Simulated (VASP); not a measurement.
A run of VASP 6.6.1 is set up as follows.

File INCAR:

```
ALGO = Normal
EDIFF = 1E-7
EDIFFG = -0.04
ENCUT = 600
GGA = PE
GGA_COMPAT = F
IBRION = 2
ISIF = 3
ISMEAR = 0
ISPIN = 2
LASPH = T
LCHARG = F
LORBIT = 11
LREAL = F
LWAVE = F
MAGMOM = 0 0 0 1
NELM = 200
NELMIN = 4
NSW = 90
PREC = Accurate
SIGMA = 0.1
```

Contents of KPOINTS:

```
k-points
0
Gamma
  6 6 4
```

Contents of POSCAR:

```
In2GaN
1.0
    3.1765862400      0.0000000000      0.0000000000
    0.0000000000      3.1765862400      0.0000000000
    0.0000000000      0.0000000000      7.3166485100
In Ga N
2 1 1
Direct
    0.5000000000      0.5000000000      0.2586432100
    0.5000000000      0.5000000000      0.7413567900
    0.0000000000      0.0000000000      0.5000000000
    0.0000000000      0.0000000000      0.0000000000
```

Potentials or basis: VASP PAW PBE potentials, release 64 (In_d, Ga_d, N).

Run with:

```sh
$ cat potpaw_PBE.64/In_d/POTCAR potpaw_PBE.64/Ga_d/POTCAR potpaw_PBE.64/N/POTCAR > POTCAR
$ mpirun -np 1 vasp_std > vasp.out
```

Estimate the net moment.

0.00 μB per cell.

Predict the relaxed cell.

a = 3.143 Å, b = 3.143 Å, c = 7.327 Å, α = 90.00°, β = 90.00°, γ = 90.00°.

Predict the band gap on the k mesh.

zero (filled and empty bands overlap).

Predict the relaxed volume.

18.09 Å³/atom.

Step by step:
```
step  energy change (eV)  largest force (eV/Å)  pressure (GPa)  volume (Å³)
   1              0.0000                3.0937            2.48        73.83
   2             -0.8119                2.1581           -2.85        76.90
   3             -1.3576                1.0641           -6.69        81.32
   4             -1.3778                0.5524           -6.73        82.49
   5             -1.4004                2.8692            4.30        71.75
   6             -1.6063                0.8760           -2.33        76.40
   7             -1.7923                0.1024            1.30        70.90
   8             -1.7970                0.1463            0.72        71.61
   9             -1.7970                0.1533            0.64        71.71
  10             -1.7985                0.0312           -0.52        72.73
  11             -1.7993                0.0337           -0.11        72.35
```

Caveat: spin-orbit coupling is left out, which moves the levels of the heavy elements.
